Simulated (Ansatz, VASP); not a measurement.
# One calculation of La, two programs

File INCAR:

```
SYSTEM = La
PREC = Accurate
ENCUT = 520
EDIFF = 1E-7
ISMEAR = -1
SIGMA = 0.05
LREAL = .FALSE.
LASPH = .TRUE.
NELM = 60
ALGO = Normal
ISIF = 2
LWAVE = .FALSE.
LCHARG = .TRUE.
LELF = .TRUE.
LVHAR = .TRUE.
NBANDS = 18
```

File KPOINTS:

```
Automatic mesh
0
G
  8 8 5
  0 0 0
```

The input POSCAR:

```
La
1.0
    3.6993181115      0.0000000000      0.0000000000
   -1.8496590557      3.2037034612      0.0000000000
    0.0000000000      0.0000000000      5.9879629165
La
2
Direct
    0.6666666667      0.3333333333      0.7500000000
    0.3333333333      0.6666666667      0.2500000000
```

Contents of input.yaml:

```yaml
crystal:
  lattice:
    - [3.6993181115, 0.0, 0.0]
    - [-1.8496590557, 3.2037034612, 0.0]
    - [0.0, 0.0, 5.9879629165]
  atoms:
    - { symbol: La, position: [0.6666666667, 0.3333333333, 0.75] }
    - { symbol: La, position: [0.3333333333, 0.6666666667, 0.25] }
hamiltonian:
  xc: lda
  pseudopotentials: { kind: paw }
kpoints:
  mp_grid: { grid: [8, 8, 5] }
scf:
  occupations: { method: fermi_dirac, width: 0.05 }
output:
  forces: true
  stress: true
  eigenvalues: true
  write_density: true
  write_potential: true
  elf: true
  volumetric_format: npy
```

Alike in both runs: task single point; functional LDA; k mesh 8 × 8 × 5; occupations fermi-dirac, width 0.05 eV; no spin polarisation.

```csv
,VASP,Ansatz
version,VASP 6.6.1,Ansatz 0.2.0
potentials or method,"VASP PAW LDA potentials, release 64 (La)",Ansatz PAW
plane-wave cutoff (eV),520,420
valence electrons in the cell,22,22
```

```tsv
	VASP	Ansatz	Ansatz less VASP
gap on the k mesh at the Fermi level (eV)	none	none	-
pressure (GPa)	-2.0	-1.9	+0.07
traceless stress, the component that is largest in VASP (GPa)	-0.06	-0.07	-0.003
```

LDA's correlation is that of Perdew and Zunger in VASP and of Perdew and Wang (1992) in Ansatz. A gap of «none» marks a metal or a gap that the smearing closes.

Spin-orbit coupling is off throughout.
